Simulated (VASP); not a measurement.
Wanted: the native input for a VASP 6.6.1 run.

```yaml
Task: single point
Functional: PBE
Potentials_or_basis: VASP PAW PBE potentials, release 64 (Zn, Cd, Se)
Cutoff: 520 eV
k_mesh: 10 × 10 × 10
Occupations: gaussian, width 0.02 eV
Spin: no spin polarisation
Dipole_correction: no
Further_INCAR_settings: ALGO = Normal; EDIFF = 1e-07; NBANDS = 36
```

The structure of ZnCd2Se3 lies in POSCAR:

```
ZnCd2Se3
1.0
   -2.0330823987      2.0330823987      8.7985667892
    2.0330823987     -2.0330823987      8.7985667892
    2.0330823987      2.0330823987     -8.7985667892
Zn Cd Se
1 2 3
Direct
    0.5000000000      0.5000000000      0.0000000000
    0.8383557524      0.8383557524      0.0000000000
    0.1616442476      0.1616442476      0.0000000000
    0.4271397889      0.9271397889      0.5000000000
    0.0728602111      0.5728602111      0.5000000000
    0.7500000000      0.2500000000      0.5000000000
```

The input as run:

INCAR

```
SYSTEM = ZnCd2Se3
PREC = Accurate
ENCUT = 520
EDIFF = 1E-7
ISMEAR = 0
SIGMA = 0.02
LREAL = .FALSE.
LASPH = .TRUE.
NELM = 100
ALGO = Normal
ISIF = 2
LWAVE = .FALSE.
LCHARG = .FALSE.
GGA = PE
NBANDS = 36
```

KPOINTS

```
regular mesh
0
G
  10 10 10
  0 0 0
```

Potentials or basis: VASP PAW PBE potentials, release 64 (Zn, Cd, Se).

Launch:

```sh
$ cat potpaw_PBE.64/Zn/POTCAR potpaw_PBE.64/Cd/POTCAR potpaw_PBE.64/Se/POTCAR > POTCAR
$ mpirun -np 1 vasp_std > vasp.out
```

Results of the run:

* Pressure: 8.7 GPa
* Largest force: 0.022 eV/Å
* Band gap on the k mesh: 0.93 eV

Caveat: the cell stands under pressure.

It took 27 min on 1 thread of Intel(R) Xeon(R) Platinum 8559C (Emerald Rapids), on a shared host, peak memory 1 GiB.
